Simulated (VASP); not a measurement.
# Mg (a cell with a defect) in VASP: single point with PBEsol

Aim: the single point of Mg (a cell with a defect) with PBEsol.

Everything below comes from runs of VASP 6.6.1. Logs are shortened: lines on timing, memory, paths and dates and some standing lists are left out, and cuts for length are marked.

**1. The cell of the first run**

The cell holds a defect, 35 atoms: a = 9.566 Å, b = 9.566 Å, c = 10.218 Å, α = 90.00°, β = 90.00°, γ = 120.00°.

**2. Single point, PBEsol**

Contents of INCAR:

```
SYSTEM = Mg
  ALGO = Fast
  EDIFF = 1E-6
  ENCUT = 520
  GGA = PS
  ISIF = 2
  ISMEAR = 0
  LASPH = .TRUE.
  LCHARG = .FALSE.
  LREAL = Auto
  LWAVE = .FALSE.
  NBANDS = 58
  NELM = 100
  PREC = Accurate
  SIGMA = 0.1
```

Contents of KPOINTS:

```
k-points
0
G
  3 3 3
  0 0 0
```

Contents of POSCAR:

```
Mg
1.0
    4.7830887055     -8.2845526725      0.0000000000
    4.7830887206      8.2845526638      0.0000000000
    0.0000000000      0.0000000000     10.2175098346
Mg
35
Direct
    0.5555555556      0.1111111111      0.6250000000
    0.2234998938      0.1107758054      0.1250000000
    0.2222132682      0.1114166650      0.6250000000
    0.8872759116      0.1107758054      0.1250000000
    0.8892033968      0.1114166650      0.6250000000
    0.5558908613      0.4431667729      0.1250000000
    0.5552500016      0.4444533984      0.6250000000
    0.2222222222      0.4444444444      0.1250000000
    0.2222222222      0.4444444444      0.6250000000
    0.8872759116      0.4431667729      0.1250000000
    0.8892033968      0.4444533984      0.6250000000
    0.5558908613      0.7793907551      0.1250000000
    0.5552500016      0.7774632699      0.6250000000
    0.2234998938      0.7793907551      0.1250000000
    0.2222132682      0.7774632699      0.6250000000
    0.8888888889      0.7777777778      0.1250000000
    0.8888888889      0.7777777778      0.6250000000
    0.7752756331      0.2209711499      0.3735349312
    0.7752756331      0.2209711499      0.8764650688
    0.4456955168      0.2209711499      0.3735349312
    0.4456955168      0.2209711499      0.8764650688
    0.1108795213      0.2217590427      0.3754250051
    0.1108795213      0.2217590427      0.8745749949
    0.7772208238      0.5544416476      0.3753447845
    0.7772208238      0.5544416476      0.8746552155
    0.4449076240      0.5557871453      0.3754250051
    0.4449076240      0.5557871453      0.8745749949
    0.1108795213      0.5557871453      0.3754250051
    0.1108795213      0.5557871453      0.8745749949
    0.7772208238      0.8894458429      0.3753447845
    0.7772208238      0.8894458429      0.8746552155
    0.4456955168      0.8913910336      0.3735349312
    0.4456955168      0.8913910336      0.8764650688
    0.1122250190      0.8894458429      0.3753447845
    0.1122250190      0.8894458429      0.8746552155
```

Potentials or basis: VASP PAW PBE potentials, release 64 (Mg).

Launch:

```bash
$ cat potpaw_PBE.64/Mg/POTCAR > POTCAR
$ mpirun -np 1 vasp_std > vasp.out
```

OUTCAR:

```text
SYSTEM = Mg
   EDIFF = 1E-6
   ENCUT = 520
   GGA = PS
   ISIF = 2
   ISMEAR = 0
   LASPH = .TRUE.
   LREAL = Auto
   NELM = 100
   PREC = Accurate

 ion  position               nearest neighbor table
   1  0.556  0.111  0.625-  18 3.15  19 3.15  32 3.15  33 3.15  20 3.15  21 3.15  13 3.19  11 3.19
                             5 3.19  15 3.19   7 3.19   3 3.19
   2  0.223  0.111  0.125-  20 3.14  21 3.14  34 3.15  35 3.15  22 3.16  23 3.16  14 3.17   6 3.18
                            16 3.19   8 3.20   4 3.22
   3  0.222  0.111  0.625-  22 3.14  23 3.14  34 3.14  35 3.14  20 3.17  21 3.17   5 3.19   9 3.19
                             7 3.19  17 3.19   1 3.19  15 3.19
   4  0.887  0.111  0.125-  18 3.14  19 3.14  30 3.15  31 3.15  22 3.16  23 3.16  12 3.17  10 3.18
                            16 3.19   8 3.20   2 3.22
   5  0.889  0.111  0.625-  22 3.14  23 3.14  30 3.14  31 3.14  18 3.17  19 3.17   3 3.19   9 3.19
                            11 3.19  17 3.19   1 3.19  13 3.19
   6  0.556  0.443  0.125-  20 3.14  21 3.14  24 3.15  25 3.15  26 3.16  27 3.16  10 3.17   2 3.18
                            16 3.19   8 3.20  12 3.22
   7  0.555  0.444  0.625-  26 3.14  27 3.14  24 3.14  25 3.14  20 3.17  21 3.17  13 3.19   9 3.19
                             3 3.19  17 3.19   1 3.19  11 3.19
   8  0.222  0.444  0.125-  22 3.15  23 3.15  26 3.15  27 3.15  28 3.15  29 3.15   4 3.20   2 3.20
                            10 3.20   6 3.20  12 3.20  14 3.20
   9  0.222  0.444  0.625-  22 3.15  23 3.15  26 3.15  27 3.15  28 3.15  29 3.15   5 3.19   7 3.19
[... 39 lines left out ...]
  29  0.111  0.556  0.875-  11 3.14  15 3.14   9 3.15   8 3.15  10 3.16  14 3.16  25 3.19  35 3.19
                            23 3.20  27 3.20  19 3.21  33 3.21
  30  0.777  0.889  0.375-   5 3.14  13 3.14  12 3.15   4 3.15  17 3.15  16 3.16  32 3.18  18 3.18
                            22 3.19  26 3.19  34 3.20  24 3.20
  31  0.777  0.889  0.875-   5 3.14  13 3.14  12 3.15   4 3.15  17 3.15  16 3.16  33 3.18  19 3.18
                            23 3.19  27 3.19  35 3.20  25 3.20
  32  0.446  0.891  0.374-  14 3.14  12 3.14   1 3.15  18 3.15  20 3.15  13 3.17  15 3.17  30 3.18
                            34 3.18  28 3.21  26 3.21
  33  0.446  0.891  0.876-  14 3.14  12 3.14   1 3.15  19 3.15  21 3.15  13 3.17  15 3.17  31 3.18
                            35 3.18  29 3.21  27 3.21
  34  0.112  0.889  0.375-   3 3.14  15 3.14   2 3.15  14 3.15  17 3.15  16 3.16  20 3.18  32 3.18
                            22 3.19  28 3.19  30 3.20  24 3.20
  35  0.112  0.889  0.875-   3 3.14  15 3.14   2 3.15  14 3.15  17 3.15  16 3.16  21 3.18  33 3.18
                            23 3.19  29 3.19  31 3.20  25 3.20

  LATTYP: Found a hexagonal cell.
 ALAT       =     9.5661774261
 C/A-ratio  =     1.0680870090

  Lattice vectors:

 A1 = (   4.7830887055,  -8.2845526725,   0.0000000000)
 A2 = (   4.7830887206,   8.2845526638,   0.0000000000)
 A3 = (   0.0000000000,   0.0000000000,  10.2175098346)

Analysis of symmetry for initial positions (statically):
=====================================================================
 Subroutine PRICEL returns:
 Original cell was already a primitive cell.

 Routine SETGRP: Setting up the symmetry group for a
 hexagonal supercell.

 Subroutine GETGRP returns: Found 12 space group operations
 (whereof  2 operations were pure point group operations)
 out of a pool of 24 trial point group operations.

The static configuration has the point symmetry C_1h.
 The point group associated with its full space group is D_3h.

Analysis of symmetry for dynamics (positions and initial velocities):
=====================================================================
 Subroutine PRICEL returns:
 Original cell was already a primitive cell.

 Routine SETGRP: Setting up the symmetry group for a
 hexagonal supercell.

 Subroutine GETGRP returns: Found 12 space group operations
 (whereof  2 operations were pure point group operations)
 out of a pool of 24 trial point group operations.

The dynamic configuration has the point symmetry C_1h.
 The point group associated with its full space group is D_3h.

 Subroutine INISYM returns: Found 12 space group operations
 (whereof  2 operations are pure point group operations),
 and found     1 'primitive' translations

----------------------------------------------------------------------------------------

                                     Primitive cell

  volume of cell :     809.7530

  direct lattice vectors                    reciprocal lattice vectors
     4.783088705 -8.284552673  0.000000000     0.104534963 -0.060353289  0.000000000
     4.783088721  8.284552664  0.000000000     0.104534963  0.060353289  0.000000000
     0.000000000  0.000000000 10.217509835     0.000000000  0.000000000  0.097871205

  length of vectors
[... 89 lines left out ...]
     0.034844988  0.020117763  0.000000000     0.000000000  0.333333333  0.000000000
     0.000000000  0.000000000  0.032623735     0.000000000  0.000000000  0.333333333

  Length of vectors
     0.040235526  0.040235526  0.032623735

  Shift w.r.t. Gamma in fractional coordinates (k-lattice)
     0.000000000  0.000000000  0.000000000

 Subroutine IBZKPT returns following result:
 ===========================================

 Found      6 irreducible k-points:

 Following reciprocal coordinates:
            Coordinates               Weight
  0.000000  0.000000  0.000000      1.000000
  0.333333  0.000000  0.000000      6.000000
  0.333333  0.333333  0.000000      2.000000
  0.000000  0.000000  0.333333      2.000000
  0.333333  0.000000  0.333333     12.000000
  0.333333  0.333333  0.333333      4.000000
   k-points           NKPTS =      6   k-points in BZ     NKDIM =      6   number of bands    NBANDS=     58
   number of dos      NEDOS =    301   number of ions     NIONS =     35
   total plane-waves  NPLWV = 414720
   dimension x,y,z NGX =    72 NGY =   72 NGZ =   80
   dimension x,y,z NGXF=   144 NGYF=  144 NGZF=  160
   ions per type =              35
   NGX,Y,Z   is equivalent  to a cutoff of  12.51, 12.51, 13.02 a.u.
   NGXF,Y,Z  is equivalent  to a cutoff of  25.03, 25.03, 26.03 a.u.
 SYSTEM =  Mg
   PREC   = accura    normal or accurate (medium, high low for compatibility)
   ISTART =      0    job   : 0-new  1-cont  2-samecut
   ICHARG =      2    charge: 1-file 2-atom 10-const
   ISPIN  =      1    spin polarized calculation?
   LNONCOLLINEAR =      F non collinear calculations
   LSORBIT =      F    spin-orbit coupling
   LASPH  =      T    aspherical Exc in radial PAW
   ENCUT  =  520.0 eV  38.22 Ry    6.18 a.u.  17.79 17.79 19.00*2*pi/ulx,y,z
   NELM   =    100;   NELMIN=  2; NELMDL= -5     # of ELM steps
   EDIFF  = 0.1E-05   stopping-criterion for ELM
   LREAL  =      T    real-space projection
   EDIFFG = 0.1E-04   stopping-criterion for IOM
   NSW    =      0    number of steps for IOM
   IBRION =     -1    ionic relax: 0-MD 1-quasi-New 2-CG
   NFREE  =      0    steps in history (QN), initial steepest desc. (CG)
   ISIF   =      2    stress and relaxation
   ISYM   =      2    0-nonsym 1-usesym 2-fastsym
   POTIM  = 0.5000    time-step for ionic-motion
   TEBEG  =    0.0;   TEEND  =   0.0 temperature during run
   PSTRESS=    0.0 pullay stress
   NELECT =      70.0000    total number of electrons
   NUPDOWN=      -1.0000    fix difference up-down
   EMIN   =  10.00;   EMAX   =-10.00  energy-range for DOS
   EFERMI =   0.00;   METHOD = LEGACY
   ISMEAR =     0;   SIGMA  =   0.10  broadening in eV -4-tet -1-fermi 0-gaus
   EFERMI_NEDOS =   21; number of points for ismear=-14 and -15
   IALGO  =     68    algorithm
   IMIX   =      4    mixing-type and parameters
     AMIX     =   0.40;   BMIX     =  1.00
     AMIX_MAG =   1.60;   BMIX_MAG =  1.00
  volume/ion in A,a.u.               =      23.14       156.13
  Fermi-wavevector in a.u.,A,eV,Ry     =   0.723863  1.367904  7.129158  0.523978
  Thomas-Fermi vector in A             =   1.814188
   LORBIT       =      0    0 simple, 1 ext, 2 COOP (PROOUT), +10 PAW based schemes
   GGA     = PS    functional components
   LHFCALC =     F    Hartree Fock is set to
   AEXX    =    0.0000 exact exchange contribution
   IVDW    =     0    specifies the selected vdW correction
   LEPSILON=     F    determine dielectric tensor
   LRPA    =     F    only Hartree local field effects (RPA)
 non-spin polarized calculation
 RMM-DIIS sequential band-by-band and
 Gauss-broadening in eV      SIGMA  =   0.10
  energy-cutoff  :      520.00
  volume of cell :      809.75
 maximum number of plane-waves:     21834
 NGX is ok and might be reduce to    72
   NGX = 35   NGY = 35   NGZ = 37

 number of electron      70.0000000 magnetization

 Free energy of the ion-electron system (eV)
  ---------------------------------------------------
  ext. energy  EPLUGINS =         0.00000000
  ---------------------------------------------------
  free energy    TOTEN  =       -59.19702286 eV

  energy without entropy =      -59.08068361  energy(sigma->0) =      -59.13885324

 E-fermi :   2.4503     XC(G=0):  -8.4919

 val. band max:        2.4396737448   @ k =   0.3333   0.0000   0.3333
 cond. band min:       2.4624462539   @ k =   0.3333   0.0000   0.0000
 fundamental gap:      0.0227725091
 Fermi energy:         2.4502870032

 k-point     1 :       0.0000    0.0000    0.0000
  band No.  band energies     occupation
      1      -4.3954      2.00000
      2      -2.9996      2.00000
      3      -2.9393      2.00000
      4      -2.2978      2.00000
      5      -2.2923      2.00000
      6      -2.2923      2.00000
[... 289 lines left out ...]
     46       4.3139      0.00000
     47       4.3209      0.00000
 [bands above 47 left out]

------------------------ aborting loop because EDIFF is reached ----------------------------------------

  FORCE on cell =-STRESS in cart. coord.  units (eV):
  Direction    XX          YY          ZZ          XY          YZ          ZX
  --------------------------------------------------------------------------------------
  -------------------------------------------------------------------------------------
  Total       -0.8086284     -0.8086284     -1.2835552     -0.0000000      0.0000000     -0.0000000
  in kB       -1.5999521     -1.5999521     -2.5396424     -0.0000000      0.0000000     -0.0000000
  external PRESSURE =      -1.9131822 kB  Pullay stress =       0.0000000 kB

 VOLUME and BASIS-vectors are now :
 -----------------------------------------------------------------------------
  energy-cutoff  :      520.00
  volume of cell :      809.75
      direct lattice vectors                 reciprocal lattice vectors
     4.783088705 -8.284552673  0.000000000     0.104534963 -0.060353289  0.000000000
     4.783088721  8.284552664  0.000000000     0.104534963  0.060353289  0.000000000
     0.000000000  0.000000000 10.217509835     0.000000000  0.000000000  0.097871205

 POSITION                                       TOTAL-FORCE (eV/Angst)
 -----------------------------------------------------------------------------------
      3.18873     -3.68202      6.38594         0.000000     -0.000000     -0.000000
      1.59887     -0.93387      1.27719        -0.000506      0.003716     -0.000000
      1.59578     -0.91790      6.38594         0.002932      0.004347     -0.000000
      4.77377     -6.43296      1.27719         0.002965     -0.002296     -0.000000
      4.78605     -6.44362      6.38594         0.005230      0.000366     -0.000000
      4.77858     -0.93387      1.27719         0.000506      0.003716     -0.000000
[... 27 lines left out ...]
      4.79108      6.43893      3.83509        -0.000702      0.000405     -0.000135
      4.79108      6.43893      8.93680        -0.000702      0.000405      0.000135
 -----------------------------------------------------------------------------------
    total drift:                               -0.000000      0.000000     -0.000000

  FREE ENERGIE OF THE ION-ELECTRON SYSTEM (eV)
  ---------------------------------------------------
  free  energy   TOTEN  =       -59.1970228633 eV

  energy  without entropy=      -59.0806836099  energy(sigma->0) =      -59.13885324
```

Wall time 9.6 min (1 thread of Intel Xeon 6975P-C, shared host); peak memory 0.86 GiB.

What came out:

```
Free energy            : -59.1970 eV
Pressure               : -0.2 GPa
Largest force          : 0.008 eV/Å
Band gap on the k mesh : zero (band 35 reaches 2.90 eV, above the bottom of band 36 at 2.26 eV)
```

Forces on the atoms (eV/Å):
```
Mg   0.000  0.000  0.000
Mg  -0.001  0.004  0.000
Mg   0.003  0.004  0.000
Mg   0.003 -0.002  0.000
Mg   0.005  0.000  0.000
Mg   0.001  0.004  0.000
Mg  -0.003  0.004  0.000
Mg   0.000  0.000  0.000
Mg   0.000  0.000  0.000
Mg   0.003 -0.001  0.000
Mg   0.002 -0.005  0.000
Mg  -0.003 -0.002  0.000
Mg  -0.005  0.000  0.000
Mg  -0.003 -0.001  0.000
Mg  -0.002 -0.005  0.000
Mg   0.000  0.000  0.000
Mg   0.000  0.000  0.000
Mg  -0.007  0.004 -0.002
Mg  -0.007  0.004  0.002
Mg   0.000 -0.008 -0.002
Mg   0.000 -0.008  0.002
Mg  -0.001 -0.001 -0.001
Mg  -0.001 -0.001  0.001
Mg   0.001  0.000  0.000
Mg   0.001  0.000  0.000
Mg   0.001 -0.001 -0.001
Mg   0.001 -0.001  0.001
Mg   0.000  0.001 -0.001
Mg   0.000  0.001  0.001
Mg   0.000 -0.001  0.000
Mg   0.000 -0.001  0.000
Mg   0.007  0.004 -0.002
Mg   0.007  0.004  0.002
Mg  -0.001  0.000  0.000
Mg  -0.001  0.000  0.000
```

Stress tensor (GPa, compression positive):
```
-0.16  0.00  0.00
 0.00 -0.16  0.00
 0.00  0.00 -0.25
```

Caveat: the PAW data sets were made with another functional, which shifts forces and pressure a little.
